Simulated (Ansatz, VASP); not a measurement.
## TiAl in VASP and in Ansatz

Contents of INCAR:

```
PREC = Accurate
ENCUT = 520
EDIFF = 1E-7
ISMEAR = 0
SIGMA = 0.15
LREAL = False
LASPH = True
NELM = 60
ALGO = Normal
ISIF = 2
LWAVE = False
LCHARG = False
NBANDS = 14
```

The input KPOINTS:

```
Automatic mesh
0
Gamma
  16 16 16
```

POSCAR

```
TiAl
1.0
    3.0925244780      0.0000000000      0.0000000000
    0.0000000000      3.0925244780      0.0000000000
    0.0000000000      0.0000000000      3.0925244780
Ti Al
1 1
Direct
    0.0000000000      0.0000000000      0.0000000000
    0.5000000000      0.5000000000      0.5000000000
```

Input for Ansatz:

```yaml
crystal:
  lattice:
    - [3.092524478, 0.0, 0.0]
    - [0.0, 3.092524478, 0.0]
    - [0.0, 0.0, 3.092524478]
  atoms:
    - { symbol: Ti, position: [0.0, 0.0, 0.0] }
    - { symbol: Al, position: [0.5, 0.5, 0.5] }
basis:
  ecutwfc: 520.0
kpoints:
  mp_grid: { grid: [16, 16, 16] }
hamiltonian:
  xc: lda
  pseudopotentials: { kind: paw, azcp: { folder: soft_1 } }
scf:
  occupations: { method: gaussian, width: 0.15 }
output:
  forces: true
  stress: true
  eigenvalues: true
```

Alike in both runs: task single point; functional LDA; k mesh 16 × 16 × 16; occupations gaussian, width 0.15 eV; no spin polarisation.

|  | VASP | Ansatz |
| --- | --- | --- |
| version | VASP 6.6.1 | Ansatz 0.2.0 |
| potentials or method | VASP PAW LDA potentials, release 64 (Ti_sv, Al), cutoff 520 eV | scalar-relativistic, plane waves, PAW |
| valence electrons in the cell | 15 | 15 |

Ansatz gave:

- gap on the k mesh at the Fermi level (eV): none
- pressure (GPa): 4.1

Question: Which values does VASP return?

Answer: gap on the k mesh at the Fermi level (eV): none; pressure (GPa): 4.3.

Ansatz warns that its potentials were made for another functional, while VASP's fit it. LDA's correlation is that of Perdew and Zunger in VASP and of Perdew and Wang (1992) in Ansatz. A gap of «none» marks a metal or a gap that the smearing closes.
